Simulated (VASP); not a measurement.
# W (Im-3m) in VASP: a series of runs

W is run at these levels: r2SCAN; tasks: single point.

Program: VASP 6.6.1. These are calculated values, not measurements. Logs are shortened: lines on timing, memory, paths and dates and some standing lists are left out, and cuts for length are marked.

### Step 1. The cell of the first run

Symmetry: Im-3m, No. 229, cubic system. Conventional cell: a = 3.168 Å, b = 3.168 Å, c = 3.168 Å, α = 90.00°, β = 90.00°, γ = 90.00°. Within 3.6 Å of W (site symmetry m-3m) lie 14 W at 2.74 to 3.17 Å.

### Step 2. Single point, r2SCAN

POSCAR

```
W
1.0
   -1.5842204934      1.5842204934      1.5842204934
    1.5842204934     -1.5842204934      1.5842204934
    1.5842204934      1.5842204934     -1.5842204934
W
1
Direct
    0.0000000000      0.0000000000      0.0000000000
```

INCAR.step1

```
PREC = Accurate
ENCUT = 520
ISMEAR = 0
SIGMA = 0.1
LREAL = False
LASPH = True
NELM = 80
NBANDS = 13
GGA = PE
ALGO = Normal
EDIFF = 1E-4
LWAVE = True
LCHARG = False
```

INCAR.step2

```
PREC = Accurate
ENCUT = 520
EDIFF = 1E-7
ISMEAR = 0
SIGMA = 0.1
LREAL = False
LASPH = True
NELM = 80
ALGO = Normal
ISIF = 2
LWAVE = False
LCHARG = False
METAGGA = R2SCAN
LMIXTAU = True
NBANDS = 13
ISTART = 1
```

KPOINTS

```
Automatic mesh
0
Gamma
  18 18 18
```

Potentials or basis: VASP PAW PBE potentials, release 64 (W_sv).

On the command line:

```bash
$ cat potpaw_PBE.64/W_sv/POTCAR > POTCAR
$ cp INCAR.step1 INCAR
$ mpirun -np 1 vasp_std > vasp.out
$ cp INCAR.step2 INCAR
$ mpirun -np 1 vasp_std > vasp.out
```

OUTCAR:

```text
PREC = Accurate
   ENCUT = 520
   EDIFF = 1E-7
   ISMEAR = 0
   LREAL = False
   LASPH = True
   NELM = 80
   ISIF = 2
   METAGGA = R2SCAN
   ISTART = 1

 ion  position               nearest neighbor table
   1  0.000  0.000  0.000-

  LATTYP: Found a body centered cubic cell.
 ALAT       =     3.1684409868

  Lattice vectors:

 A1 = (  -1.5842204934,   1.5842204934,   1.5842204934)
 A2 = (   1.5842204934,  -1.5842204934,   1.5842204934)
 A3 = (   1.5842204934,   1.5842204934,  -1.5842204934)

Analysis of symmetry for initial positions (statically):
=====================================================================
 Subroutine PRICEL returns:
 Original cell was already a primitive cell.

 Routine SETGRP: Setting up the symmetry group for a
 body centered cubic supercell.

 Subroutine GETGRP returns: Found 48 space group operations
[... 9 lines left out ...]

 Routine SETGRP: Setting up the symmetry group for a
 body centered cubic supercell.

 Subroutine GETGRP returns: Found 48 space group operations
[... 11 lines left out ...]
                                     Primitive cell

  volume of cell :      15.9040

  direct lattice vectors                    reciprocal lattice vectors
    -1.584220493  1.584220493  1.584220493     0.000000000  0.315612632  0.315612632
     1.584220493 -1.584220493  1.584220493     0.315612632  0.000000000  0.315612632
     1.584220493  1.584220493 -1.584220493     0.315612632  0.315612632  0.000000000

  length of vectors
     2.743950385  2.743950385  2.743950385     0.446343665  0.446343665  0.446343665

  position of ions in fractional coordinates (direct lattice)
     0.000000000  0.000000000  0.000000000

  ion indices of the primitive-cell ions
   primitive index   ion index
                 1           1

----------------------------------------------------------------------------------------

 KPOINTS: Automatic mesh

Automatic generation of k-mesh.
 Grid dimensions read from file:
 generate k-points for:   18   18   18

 Generating k-lattice:

  Cartesian coordinates                     Fractional coordinates (reciprocal lattice)
     0.000000000  0.017534035  0.017534035     0.055555556  0.000000000  0.000000000
     0.017534035  0.000000000  0.017534035     0.000000000  0.055555556  0.000000000
     0.017534035  0.017534035  0.000000000     0.000000000  0.000000000  0.055555556

  Length of vectors
     0.024796870  0.024796870  0.024796870

  Shift w.r.t. Gamma in fractional coordinates (k-lattice)
     0.000000000  0.000000000  0.000000000

 Subroutine IBZKPT returns following result:
 ===========================================

 Found    195 irreducible k-points:

 Following reciprocal coordinates:
            Coordinates               Weight
  0.000000  0.000000  0.000000      1.000000
  0.055556  0.000000  0.000000     12.000000
  0.111111  0.000000  0.000000     12.000000
  0.166667  0.000000  0.000000     12.000000
  0.222222  0.000000  0.000000     12.000000
  0.277778  0.000000  0.000000     12.000000
[... 16 lines left out ...]
  0.333333  0.111111 -0.000000     48.000000
  0.388889  0.111111 -0.000000     48.000000
 [... further k-points ...]
   k-points           NKPTS =    195   k-points in BZ     NKDIM =    195   number of bands    NBANDS=     13
   number of dos      NEDOS =    301   number of ions     NIONS =      1
   total plane-waves  NPLWV =   8000
   dimension x,y,z NGX =    20 NGY =   20 NGZ =   20
   dimension x,y,z NGXF=    40 NGYF=   40 NGZF=   40
   ions per type =               1
   NGX,Y,Z   is equivalent  to a cutoff of  12.12, 12.12, 12.12 a.u.
   NGXF,Y,Z  is equivalent  to a cutoff of  24.23, 24.23, 24.23 a.u.
 SYSTEM =  unknown system
   PREC   = accura    normal or accurate (medium, high low for compatibility)
   ISTART =      1    job   : 0-new  1-cont  2-samecut
   ICHARG =      0    charge: 1-file 2-atom 10-const
   ISPIN  =      1    spin polarized calculation?
   LNONCOLLINEAR =      F non collinear calculations
   LSORBIT =      F    spin-orbit coupling
   LASPH  =      T    aspherical Exc in radial PAW
   ENCUT  =  520.0 eV  38.22 Ry    6.18 a.u.   5.10  5.10  5.10*2*pi/ulx,y,z
   NELM   =     80;   NELMIN=  2; NELMDL=  0     # of ELM steps
   EDIFF  = 0.1E-06   stopping-criterion for ELM
   LREAL  =      F    real-space projection
   EDIFFG = 0.1E-05   stopping-criterion for IOM
   NSW    =      0    number of steps for IOM
   IBRION =     -1    ionic relax: 0-MD 1-quasi-New 2-CG
   NFREE  =      0    steps in history (QN), initial steepest desc. (CG)
   ISIF   =      2    stress and relaxation
   ISYM   =      2    0-nonsym 1-usesym 2-fastsym
   POTIM  = 0.5000    time-step for ionic-motion
   TEBEG  =    0.0;   TEEND  =   0.0 temperature during run
   PSTRESS=    0.0 pullay stress
   NELECT =      14.0000    total number of electrons
   NUPDOWN=      -1.0000    fix difference up-down
   EMIN   =  10.00;   EMAX   =-10.00  energy-range for DOS
   EFERMI =   0.00;   METHOD = LEGACY
   ISMEAR =     0;   SIGMA  =   0.10  broadening in eV -4-tet -1-fermi 0-gaus
   EFERMI_NEDOS =   21; number of points for ismear=-14 and -15
   IALGO  =     38    algorithm
   IMIX   =      4    mixing-type and parameters
     AMIX     =   0.40;   BMIX     =  1.00
     AMIX_MAG =   1.60;   BMIX_MAG =  1.00
  volume/ion in A,a.u.               =      15.90       107.33
  Fermi-wavevector in a.u.,A,eV,Ry     =   1.568972  2.964927 33.493100  2.461673
  Thomas-Fermi vector in A             =   2.670924
   LORBIT       =      0    0 simple, 1 ext, 2 COOP (PROOUT), +10 PAW based schemes
   METAGGA = R2SCAN    functional components
   LHFCALC =     F    Hartree Fock is set to
   AEXX    =    0.0000 exact exchange contribution
   IVDW    =     0    specifies the selected vdW correction
   LEPSILON=     F    determine dielectric tensor
   LRPA    =     F    only Hartree local field effects (RPA)
 non-spin polarized calculation
 Gauss-broadening in eV      SIGMA  =   0.10
  energy-cutoff  :      520.00
  volume of cell :       15.90
 maximum number of plane-waves:       444
   NGX = 11   NGY = 11   NGZ = 11

 number of electron      14.0000003 magnetization

 Free energy of the ion-electron system (eV)
  ---------------------------------------------------
  ext. energy  EPLUGINS =         0.00000000
  ---------------------------------------------------
  free energy    TOTEN  =       -51.34755993 eV

  energy without entropy =      -51.34396598  energy(sigma->0) =      -51.34576296

 E-fermi :  11.2358     XC(G=0): -14.9369

 val. band max:       11.2257641547   @ k =  -0.1667   0.1667   0.0556
 cond. band min:      11.2477945296   @ k =  -0.3889   0.3889   0.2778
 fundamental gap:      0.0220303749
 Fermi energy:        11.2358390778

 k-point     1 :       0.0000    0.0000    0.0000
  band No.  band energies     occupation
      1     -64.8694      2.00000
      2     -27.7350      2.00000
      3     -27.7350      2.00000
      4     -27.7350      2.00000
      5       1.1319      2.00000
      6       9.9676      2.00000
      7       9.9676      2.00000
      8       9.9676      2.00000
      9      13.8013      0.00000
     10      13.8014      0.00000
     11      26.4935      0.00000
     12      26.4936      0.00000
     13      26.4936      0.00000

 k-point     2 :       0.0556    0.0000    0.0000
  band No.  band energies     occupation
      1     -64.8650      2.00000
      2     -27.7795      2.00000
      3     -27.7488      2.00000
      4     -27.7353      2.00000
      5       1.2879      2.00000
      6       9.8713      2.00000
      7       9.9452      2.00000
      8      10.1173      2.00000
      9      13.6438      0.00000
     10      13.8006      0.00000
     11      26.6267      0.00000
     12      26.7593      0.00000
     13      26.8720      0.00000

 k-point     3 :       0.1111    0.0000    0.0000
  band No.  band energies     occupation
      1     -64.8522      2.00000
      2     -27.9061      2.00000
      3     -27.7881      2.00000
      4     -27.7359      2.00000
      5       1.7385      2.00000
      6       9.6053      2.00000
      7       9.8512      2.00000
      8      10.5611      2.00000
      9      13.3035      0.00000
     10      13.8067      0.00000
     11      26.9587      0.00000
     12      27.5319      0.00000
     13      27.8298      0.00000

 k-point     4 :       0.1667    0.0000    0.0000
  band No.  band energies     occupation
      1     -64.8324      2.00000
      2     -28.0962      2.00000
      3     -27.8479      2.00000
      4     -27.7369      2.00000
      5       2.4283      2.00000
      6       9.2259      2.00000
      7       9.6440      2.00000
      8      11.2837      0.49828
      9      13.0432      0.00000
     10      13.8392      0.00000
     11      27.2435      0.00000
     12      28.7484      0.00000
     13      28.8337      0.00000

 k-point     5 :       0.2222    0.0000    0.0000
  band No.  band energies     occupation
      1     -64.8081      2.00000
      2     -28.3235      2.00000
      3     -27.9205      2.00000
      4     -27.7381      2.00000
      5       3.2498      2.00000
      6       8.7991      2.00000
      7       9.3855      2.00000
      8      12.2577      0.00000
      9      13.0170      0.00000
     10      13.9191      0.00000
     11      27.0512      0.00000
     12      28.9390      0.00000
     13      30.3304      0.00000
[... 257 lines left out ...]
 k-point    22 :       0.2778    0.1111   -0.0000
  band No.  band energies     occupation
      1     -64.7512      2.00000
      2     -28.7718      2.00000
      3     -28.0951      2.00000
      4     -27.7983      2.00000
      5       4.9569      2.00000
      6       8.0612      2.00000
      7       9.1368      2.00000
      8      13.0885      0.00000
      9      14.5293      0.00000
     10      15.4506      0.00000
     11      25.1254      0.00000
     12      26.5904      0.00000
     13      31.2050      0.00000

 k-point    23 :       0.3333    0.1111   -0.0000
  band No.  band energies     occupation
      1     -64.7324      2.00000
      2     -28.9167      2.00000
      3     -28.1651      2.00000
      4     -27.8009      2.00000
      5       5.1482      2.00000
      6       7.8159      2.00000
      7       9.7930      2.00000
      8      13.3785      0.00000
      9      14.6715      0.00000
     10      16.7807      0.00000
     11      23.8539      0.00000
     12      25.2328      0.00000
     13      29.8463      0.00000

 k-point    24 :       0.3889    0.1111   -0.0000
  band No.  band energies     occupation
      1     -64.7201      2.00000
      2     -29.0097      2.00000
      3     -28.2108      2.00000
      4     -27.8025      2.00000
      5       5.1549      2.00000
      6       7.6655      2.00000
      7      10.5241      2.00000
      8      13.4854      0.00000
      9      14.8841      0.00000
     10      17.8485      0.00000
     11      22.7140      0.00000
     12      24.4232      0.00000
     13      28.7884      0.00000

 [... further k-points ...]
[... 5 lines left out ...]
  --------------------------------------------------------------------------------------
  -------------------------------------------------------------------------------------
  Total        0.1219069      0.1219069      0.1219069     -0.0000000     -0.0000000      0.0000000
  in kB       12.2809535     12.2809535     12.2809535     -0.0000000     -0.0000000      0.0000000
  external PRESSURE =      12.2809535 kB  Pullay stress =       0.0000000 kB

 VOLUME and BASIS-vectors are now :
 -----------------------------------------------------------------------------
  energy-cutoff  :      520.00
  volume of cell :       15.90
      direct lattice vectors                 reciprocal lattice vectors
    -1.584220493  1.584220493  1.584220493     0.000000000  0.315612632  0.315612632
     1.584220493 -1.584220493  1.584220493     0.315612632  0.000000000  0.315612632
     1.584220493  1.584220493 -1.584220493     0.315612632  0.315612632  0.000000000

 POSITION                                       TOTAL-FORCE (eV/Angst)
 -----------------------------------------------------------------------------------
      0.00000      0.00000      0.00000        -0.000000     -0.000000      0.000000
 -----------------------------------------------------------------------------------
    total drift:                                0.000000     -0.000000      0.000000

  FREE ENERGIE OF THE ION-ELECTRON SYSTEM (eV)
  ---------------------------------------------------
  free  energy   TOTEN  =       -51.3475599339 eV

  energy  without entropy=      -51.3439659847  energy(sigma->0) =      -51.34576296
```

Run time: 51 s. Hardware: 1 thread of Intel Xeon 6975P-C (Granite Rapids), shared host; peak memory 0.15 GiB.

What came out:

| Item | Value |
| --- | --- |
| Free energy | -51.3476 eV |
| Pressure | 1.2 GPa |
| Band gap on the k mesh | zero (band 7 reaches 16.56 eV, above the bottom of band 8 at 9.97 eV) |

Caveat: the PAW data sets were made with another functional, which shifts forces and pressure a little; spin-orbit coupling is left out, which moves the levels of the heavy elements.

### Step 3. Single point, r2SCAN

This run uses another cell than the first one, of 15.85 Å³/atom, 0.996 times its volume.

POSCAR

```
W
1.0
   -1.5823450000      1.5823450000      1.5823450000
    1.5823450000     -1.5823450000      1.5823450000
    1.5823450000      1.5823450000     -1.5823450000
W
1
Direct
    0.0000000000      0.0000000000      0.0000000000
```

INCAR.step1

```
SYSTEM = W
PREC = Accurate
ENCUT = 520
ISMEAR = 0
SIGMA = 0.1
LREAL = .False.
LASPH = .True.
NELM = 100
NBANDS = 13
GGA = PE
ALGO = Normal
EDIFF = 1E-4
LWAVE = .True.
LCHARG = .False.
```

INCAR.step2

```
SYSTEM = W
PREC = Accurate
ENCUT = 520
EDIFF = 1E-6
ISMEAR = 0
SIGMA = 0.1
LREAL = .False.
LASPH = .True.
NELM = 100
ALGO = Normal
ISIF = 2
LWAVE = .False.
LCHARG = .False.
METAGGA = R2SCAN
LMIXTAU = .True.
NBANDS = 13
ISTART = 1
```

KPOINTS

```
Automatic mesh
0
Gamma
  18 18 18
  0 0 0
```

Potentials or basis: VASP PAW PBE potentials, release 64 (W_sv).

On the command line:

```bash
$ cat potpaw_PBE.64/W_sv/POTCAR > POTCAR
$ cp INCAR.step1 INCAR
$ mpirun -np 1 vasp_std > vasp.out
$ cp INCAR.step2 INCAR
$ mpirun -np 1 vasp_std > vasp.out
```

It took 45 s on 1 thread of Intel Xeon 6975P-C (Granite Rapids), shared host; peak memory 0.16 GiB.

It converged, with:

| Quantity | Value |
| --- | --- |
| Free energy | -51.3469 eV |
| Pressure | 2.4 GPa |
| Band gap on the k mesh | zero (band 7 reaches 16.64 eV, above the bottom of band 8 at 10.01 eV) |

Levels at points of the mesh, in eV from the Fermi level:
| k point | band 3 | band 4 | band 5 | band 6 | band 7 | band 8 | band 9 | band 10 | band 11 | band 12 |
| --- | --- | --- | --- | --- | --- | --- | --- | --- | --- | --- |
| (0.00, 0.00, 0.00) | -38.96 | -38.96 | -10.12 | -1.27 | -1.27 | -1.27 | 2.57 | 2.57 | 15.27 | 15.27 |
| (0.50, 0.00, 0.00) | -39.40 | -38.97 | -6.56 | -3.74 | 0.54 | 2.41 | 3.46 | 6.35 | 11.68 | 12.08 |
| (0.50, 0.50, 0.50) | -39.92 | -39.92 | -6.01 | -6.01 | 5.35 | 5.35 | 5.35 | 8.55 | 8.55 | 8.55 |

Caveat: the PAW data sets were made with another functional, which shifts forces and pressure a little; spin-orbit coupling is left out, which moves the levels of the heavy elements.
